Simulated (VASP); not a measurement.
# Sn3Cl2 (P-3m1) in VASP: further runs

Runs on Sn3Cl2. Level: PBE. Tasks: single point.

Everything below comes from runs of VASP 6.6.1. Logs are shortened: lines on timing, memory, paths and dates and some standing lists are left out, and cuts for length are marked.

## Step 1: The cell of the first run

The structure is trigonal, space group P-3m1 (No. 164). Conventional cell: a = 4.540 Å, b = 4.540 Å, c = 7.064 Å, α = 90.00°, β = 90.00°, γ = 120.00°. Within 4.1 Å of Sn (site symmetry -3m) lie 6 Cl at 3.14 Å and 6 Sn at 3.63 Å. Within 3.7 Å of Sn (site symmetry 3m) lie 4 Cl at 2.73 to 2.83 Å and 6 Sn at 3.33 to 3.63 Å. Within 3.6 Å of Cl (site symmetry 3m) lie 7 Sn at 2.73 to 3.14 Å.

## Step 2: Single point, PBE

Input file INCAR:

```
PREC     = Accurate       # precision mode
ENCUT    = 520            # plane-wave cutoff, eV
EDIFF    = 1E-6           # SCF threshold, eV
ISMEAR   = 0              # smearing method
SIGMA    = 0.1            # smearing width, eV
LREAL    = False          # projectors in reciprocal space
LASPH    = True           # aspherical terms in the spheres
NELM     = 80             # most SCF steps
ALGO     = Normal         # electronic algorithm
ISIF     = 2              # what is computed and relaxed
LWAVE    = False          # write WAVECAR
LCHARG   = False          # write CHGCAR
GGA      = PE             # functional
NBANDS   = 36             # bands
```

Input file KPOINTS:

```
regular mesh
0
Gamma
  6 6 4
```

Input file POSCAR:

```
Sn3Cl2
1.0
    4.5400932355      0.0000000000      0.0000000000
   -2.2700466178      3.9318360775      0.0000000000
    0.0000000000      0.0000000000      7.0636475974
Sn Cl
3 2
Direct
    0.0000000000      0.0000000000      0.0000000000
    0.3333333333      0.6666666667      0.6450000000
    0.6666666667      0.3333333333      0.3550000000
    0.3333333333      0.6666666667      0.2450000000
    0.6666666667      0.3333333333      0.7550000000
```

Potentials or basis: VASP PAW PBE potentials, release 64 (Sn_d, Cl).

Launch:

```console
$ cat potpaw_PBE.64/Sn_d/POTCAR potpaw_PBE.64/Cl/POTCAR > POTCAR
$ mpirun -np 1 vasp_std > vasp.out
```

OUTCAR:

```text
PREC = Accurate
   ENCUT = 520
   EDIFF = 1E-6
   ISMEAR = 0
   LREAL = False
   LASPH = True
   NELM = 80
   ISIF = 2
   GGA = PE

 ion  position               nearest neighbor table
   1  0.000  0.000  0.000-   4 3.14   5 3.14   5 3.14   4 3.14   5 3.14   4 3.14   2 3.63   3 3.63
                             2 3.63   3 3.63   3 3.63   2 3.63
   2  0.333  0.667  0.645-   5 2.73   5 2.73   5 2.73   4 2.83   3 3.33   3 3.33   3 3.33   1 3.63
                             1 3.63   1 3.63
   3  0.667  0.333  0.355-   4 2.73   4 2.73   4 2.73   5 2.83   2 3.33   2 3.33   2 3.33   1 3.63
                             1 3.63   1 3.63
   4  0.333  0.667  0.245-   3 2.73   3 2.73   3 2.73   2 2.83   1 3.14   1 3.14   1 3.14
   5  0.667  0.333  0.755-   2 2.73   2 2.73   2 2.73   3 2.83   1 3.14   1 3.14   1 3.14

  LATTYP: Found a hexagonal cell.
 ALAT       =     4.5400932355
 C/A-ratio  =     1.5558375635

  Lattice vectors:

 A1 = (   4.5400932355,   0.0000000000,   0.0000000000)
 A2 = (  -2.2700466178,   3.9318360775,   0.0000000000)
 A3 = (   0.0000000000,   0.0000000000,   7.0636475974)

Analysis of symmetry for initial positions (statically):
=====================================================================
 Subroutine PRICEL returns:
 Original cell was already a primitive cell.

 Routine SETGRP: Setting up the symmetry group for a
 hexagonal supercell.

 Subroutine GETGRP returns: Found 12 space group operations
 (whereof 12 operations were pure point group operations)
 out of a pool of 24 trial point group operations.

The static configuration has the point symmetry D_3d.

Analysis of symmetry for dynamics (positions and initial velocities):
=====================================================================
 Subroutine PRICEL returns:
 Original cell was already a primitive cell.

 Routine SETGRP: Setting up the symmetry group for a
 hexagonal supercell.

 Subroutine GETGRP returns: Found 12 space group operations
 (whereof 12 operations were pure point group operations)
 out of a pool of 24 trial point group operations.

The dynamic configuration has the point symmetry D_3d.

 Subroutine INISYM returns: Found 12 space group operations
 (whereof 12 operations are pure point group operations),
 and found     1 'primitive' translations

----------------------------------------------------------------------------------------

                                     Primitive cell

  volume of cell :     126.0925

  direct lattice vectors                    reciprocal lattice vectors
     4.540093235  0.000000000  0.000000000     0.220259794  0.127167051  0.000000000
    -2.270046618  3.931836077  0.000000000     0.000000000  0.254334103  0.000000000
     0.000000000  0.000000000  7.063647597     0.000000000  0.000000000  0.141569916

  length of vectors
     4.540093235  4.540093236  7.063647597     0.254334103  0.254334103  0.141569916

  position of ions in fractional coordinates (direct lattice)
     0.000000000  0.000000000  0.000000000
     0.333333333  0.666666667  0.645000000
     0.666666667  0.333333333  0.355000000
     0.333333333  0.666666667  0.245000000
     0.666666667  0.333333333  0.755000000

  ion indices of the primitive-cell ions
   primitive index   ion index
                 1           1
                 2           2
                 3           3
                 4           4
                 5           5

----------------------------------------------------------------------------------------

 KPOINTS: regular mesh

Automatic generation of k-mesh.
 Grid dimensions read from file:
 generate k-points for:    6    6    4

 Generating k-lattice:

  Cartesian coordinates                     Fractional coordinates (reciprocal lattice)
     0.036709966  0.021194509  0.000000000     0.166666667  0.000000000  0.000000000
     0.000000000  0.042389017  0.000000000     0.000000000  0.166666667  0.000000000
     0.000000000  0.000000000  0.035392479     0.000000000  0.000000000  0.250000000

  Length of vectors
     0.042389017  0.042389017  0.035392479

  Shift w.r.t. Gamma in fractional coordinates (k-lattice)
     0.000000000  0.000000000  0.000000000

 Subroutine IBZKPT returns following result:
 ===========================================

 Found     24 irreducible k-points:

 Following reciprocal coordinates:
            Coordinates               Weight
  0.000000  0.000000  0.000000      1.000000
  0.166667  0.000000  0.000000      6.000000
  0.333333 -0.000000  0.000000      6.000000
  0.500000 -0.000000  0.000000      3.000000
  0.166667  0.166667  0.000000      6.000000
  0.333333  0.166667  0.000000     12.000000
[... 16 lines left out ...]
  0.333333  0.166667  0.500000     12.000000
  0.333333  0.333333  0.500000      2.000000
   k-points           NKPTS =     24   k-points in BZ     NKDIM =     24   number of bands    NBANDS=     36
   number of dos      NEDOS =    301   number of ions     NIONS =      5
   total plane-waves  NPLWV =  69984
   dimension x,y,z NGX =    36 NGY =   36 NGZ =   54
   dimension x,y,z NGXF=    72 NGYF=   72 NGZF=  108
   ions per type =               3   2
   NGX,Y,Z   is equivalent  to a cutoff of  13.18, 13.18, 12.71 a.u.
   NGXF,Y,Z  is equivalent  to a cutoff of  26.36, 26.36, 25.42 a.u.
 SYSTEM =  unknown system
   PREC   = accura    normal or accurate (medium, high low for compatibility)
   ISTART =      0    job   : 0-new  1-cont  2-samecut
   ICHARG =      2    charge: 1-file 2-atom 10-const
   ISPIN  =      1    spin polarized calculation?
   LNONCOLLINEAR =      F non collinear calculations
   LSORBIT =      F    spin-orbit coupling
   LASPH  =      T    aspherical Exc in radial PAW
   ENCUT  =  520.0 eV  38.22 Ry    6.18 a.u.   8.44  8.44 13.13*2*pi/ulx,y,z
   NELM   =     80;   NELMIN=  2; NELMDL= -5     # of ELM steps
   EDIFF  = 0.1E-05   stopping-criterion for ELM
   LREAL  =      F    real-space projection
   EDIFFG = 0.1E-04   stopping-criterion for IOM
   NSW    =      0    number of steps for IOM
   IBRION =     -1    ionic relax: 0-MD 1-quasi-New 2-CG
   NFREE  =      0    steps in history (QN), initial steepest desc. (CG)
   ISIF   =      2    stress and relaxation
   ISYM   =      2    0-nonsym 1-usesym 2-fastsym
   POTIM  = 0.5000    time-step for ionic-motion
   TEBEG  =    0.0;   TEEND  =   0.0 temperature during run
   PSTRESS=    0.0 pullay stress
   NELECT =      56.0000    total number of electrons
   NUPDOWN=      -1.0000    fix difference up-down
   EMIN   =  10.00;   EMAX   =-10.00  energy-range for DOS
   EFERMI =   0.00;   METHOD = LEGACY
   ISMEAR =     0;   SIGMA  =   0.10  broadening in eV -4-tet -1-fermi 0-gaus
   EFERMI_NEDOS =   21; number of points for ismear=-14 and -15
   IALGO  =     38    algorithm
   IMIX   =      4    mixing-type and parameters
     AMIX     =   0.40;   BMIX     =  1.00
     AMIX_MAG =   1.60;   BMIX_MAG =  1.00
  volume/ion in A,a.u.               =      25.22       170.18
  Fermi-wavevector in a.u.,A,eV,Ry     =   1.249035  2.360333 21.226275  1.560087
  Thomas-Fermi vector in A             =   2.383094
   LORBIT       =      0    0 simple, 1 ext, 2 COOP (PROOUT), +10 PAW based schemes
   GGA     = PE    functional components
   LHFCALC =     F    Hartree Fock is set to
   AEXX    =    0.0000 exact exchange contribution
   IVDW    =     0    specifies the selected vdW correction
   LEPSILON=     F    determine dielectric tensor
   LRPA    =     F    only Hartree local field effects (RPA)
 non-spin polarized calculation
 Gauss-broadening in eV      SIGMA  =   0.10
  energy-cutoff  :      520.00
  volume of cell :      126.09
 maximum number of plane-waves:      3446
 NGX is ok and might be reduce to    36
   NGX = 17   NGY = 17   NGZ = 27

 number of electron      55.9999994 magnetization

 Free energy of the ion-electron system (eV)
  ---------------------------------------------------
  ext. energy  EPLUGINS =         0.00000000
  ---------------------------------------------------
  free energy    TOTEN  =       -13.11050591 eV

  energy without entropy =      -13.08341018  energy(sigma->0) =      -13.09695804

 E-fermi :   7.3115     XC(G=0):  -9.8709

 val. band max:        7.2972341697   @ k =   0.0000   0.3333   0.2500
 cond. band min:       7.3133985231   @ k =   0.5000  -0.0000   0.0000
 fundamental gap:      0.0161643534
 Fermi energy:         7.3114866743

 k-point     1 :       0.0000    0.0000    0.0000
  band No.  band energies     occupation
      1     -14.9577      2.00000
      2     -14.9577      2.00000
      3     -14.9170      2.00000
      4     -14.9170      2.00000
      5     -14.8939      2.00000
      6     -14.7598      2.00000
[... 28 lines left out ...]
     35      11.3041      0.00000
     36      11.5528      0.00000

 k-point     2 :       0.1667    0.0000    0.0000
  band No.  band energies     occupation
      1     -14.9584      2.00000
      2     -14.9557      2.00000
      3     -14.9174      2.00000
      4     -14.9166      2.00000
      5     -14.8932      2.00000
      6     -14.7667      2.00000
[... 28 lines left out ...]
     35      10.8261      0.00000
     36      12.1607      0.00000

 k-point     3 :       0.3333   -0.0000    0.0000
  band No.  band energies     occupation
      1     -14.9603      2.00000
      2     -14.9515      2.00000
      3     -14.9191      2.00000
      4     -14.9158      2.00000
      5     -14.8917      2.00000
      6     -14.7733      2.00000
[... 28 lines left out ...]
     35      11.1004      0.00000
     36      13.1999      0.00000
[... 742 lines left out ...]
 k-point    23 :       0.3333    0.1667    0.5000
  band No.  band energies     occupation
      1     -14.9581      2.00000
      2     -14.9513      2.00000
      3     -14.9204      2.00000
      4     -14.9178      2.00000
      5     -14.8907      2.00000
      6     -14.7729      2.00000
[... 28 lines left out ...]
     35      11.2625      0.00000
     36      13.5755      0.00000

 k-point    24 :       0.3333    0.3333    0.5000
  band No.  band energies     occupation
      1     -14.9541      2.00000
      2     -14.9541      2.00000
      3     -14.9193      2.00000
      4     -14.9193      2.00000
      5     -14.8903      2.00000
      6     -14.7610      2.00000
[... 28 lines left out ...]
     35      10.8232      0.00000
     36      13.7593      0.00000

------------------------ aborting loop because EDIFF is reached ----------------------------------------

  FORCE on cell =-STRESS in cart. coord.  units (eV):
  Direction    XX          YY          ZZ          XY          YZ          ZX
  --------------------------------------------------------------------------------------
  -------------------------------------------------------------------------------------
  Total        9.4344361      9.4344361      8.3307914     -0.0000000      0.0000000      0.0000000
  in kB      119.8774048    119.8774048    105.8540900     -0.0000000      0.0000000      0.0000000
  external PRESSURE =     115.2029665 kB  Pullay stress =       0.0000000 kB

 VOLUME and BASIS-vectors are now :
 -----------------------------------------------------------------------------
  energy-cutoff  :      520.00
  volume of cell :      126.09
      direct lattice vectors                 reciprocal lattice vectors
     4.540093235  0.000000000  0.000000000     0.220259794  0.127167051  0.000000000
    -2.270046618  3.931836077  0.000000000     0.000000000  0.254334103  0.000000000
     0.000000000  0.000000000  7.063647597     0.000000000  0.000000000  0.141569916

 POSITION                                       TOTAL-FORCE (eV/Angst)
 -----------------------------------------------------------------------------------
      0.00000      0.00000      0.00000        -0.000000      0.000000      0.000000
     -0.00000      2.62122      4.55605         0.000000     -0.000000      0.474925
      2.27005      1.31061      2.50759        -0.000000      0.000000     -0.474925
     -0.00000      2.62122      1.73059         0.000000     -0.000000     -2.104039
      2.27005      1.31061      5.33305        -0.000000      0.000000      2.104039
 -----------------------------------------------------------------------------------
    total drift:                               -0.000000     -0.000000     -0.000000

  FREE ENERGIE OF THE ION-ELECTRON SYSTEM (eV)
  ---------------------------------------------------
  free  energy   TOTEN  =       -13.1105059132 eV

  energy  without entropy=      -13.0834101762  energy(sigma->0) =      -13.09695804
```

Wall time 63 s (1 thread of Intel Xeon Platinum 8559C (Emerald Rapids), shared host); peak memory 0.28 GiB.

What came out:

- Free energy: -13.1105 eV
- Pressure: 11.5 GPa
- Largest force: 2.104 eV/Å
- Band gap on the k mesh: zero (bands 28 and 29 overlap by 0.80 eV)

Forces in eV/Å, atoms in the order of the input:
```
Sn   0.000  0.000  0.000
Sn   0.000  0.000  0.475
Sn   0.000  0.000 -0.475
Cl   0.000  0.000 -2.104
Cl   0.000  0.000  2.104
```

Stress tensor (GPa, compression positive):
```
11.99  0.00  0.00
 0.00 11.99  0.00
 0.00  0.00 10.59
```

Caveat: the cell stands under pressure; spin-orbit coupling is left out, which moves the levels of the heavy elements; forces of over 1 eV/Å act on the atoms, so gaps and moduli don't describe the material at rest.

## Step 3: Single point, PBE

This run uses another cell than the first one, of 37.81 Å³/atom.

Input file INCAR:

```
PREC     = Accurate       # precision mode
ENCUT    = 520            # plane-wave cutoff, eV
EDIFF    = 1E-6           # SCF threshold, eV
ISMEAR   = 0              # smearing method
SIGMA    = 0.1            # smearing width, eV
LREAL    = F              # projectors in reciprocal space
LASPH    = T              # aspherical terms in the spheres
NELM     = 80             # most SCF steps
ALGO     = Normal         # electronic algorithm
ISIF     = 2              # what is computed and relaxed
LWAVE    = F              # write WAVECAR
LCHARG   = F              # write CHGCAR
GGA      = PE             # functional
NBANDS   = 36             # bands
```

Input file KPOINTS:

```
Automatic mesh
0
Gamma
  6 6 4
```

Input file POSCAR:

```
Sn3Cl2
1.0
    4.5256946837      0.0000000000      0.0000000000
   -2.2628473419      3.9193665659      0.0000000000
    0.0000000000      0.0000000000     10.6582586680
Sn Cl
3 2
Direct
    0.0000000000      0.0000000000      0.0000000000
    0.3333333333      0.6666666667      0.5472674267
    0.6666666667      0.3333333333      0.4527325733
    0.3333333333      0.6666666667      0.1254077081
    0.6666666667      0.3333333333      0.8745922919
```

Potentials or basis: VASP PAW PBE potentials, release 64 (Sn_d, Cl).

Launch:

```console
$ cat potpaw_PBE.64/Sn_d/POTCAR potpaw_PBE.64/Cl/POTCAR > POTCAR
$ mpirun -np 1 vasp_std > vasp.out
```

Wall time 1.7 min (1 thread of Intel Xeon Platinum 8559C (Emerald Rapids), shared host); peak memory 0.37 GiB.

It converged, with:

| Item | Value |
| --- | --- |
| Free energy | -17.1347 eV |
| Pressure | 0.1 GPa |
| Largest force | 0.010 eV/Å |
| Band gap on the k mesh | zero (bands 28 and 29 overlap by 0.22 eV) |

Forces on the atoms (eV/Å):
```
Sn   0.000  0.000  0.000
Sn   0.000  0.000 -0.010
Sn   0.000  0.000  0.010
Cl   0.000  0.000  0.002
Cl   0.000  0.000 -0.002
```

Stress tensor (GPa, compression positive):
```
-0.03  0.00  0.00
 0.00 -0.03  0.00
 0.00  0.00  0.33
```

Levels at points of the mesh, in eV from the Fermi level:
```
           k point  band 26  band 27  band 28  band 29  band 30  band 31
(0.00, 0.00, 0.00)    -2.93     0.04     0.12     0.12     1.13     1.62
(0.50, 0.00, 0.00)    -2.59    -1.24    -1.01     0.43     0.93     1.88
(0.00, 0.00, 0.50)    -2.79    -0.05     0.12     0.12     1.10     1.63
(0.50, 0.00, 0.50)    -2.59    -1.24    -1.08     0.48     1.00     1.89
```

Caveat: spin-orbit coupling is left out, which moves the levels of the heavy elements.

The gap in the log of VASP goes by the Fermi energy; the results here count the filled bands.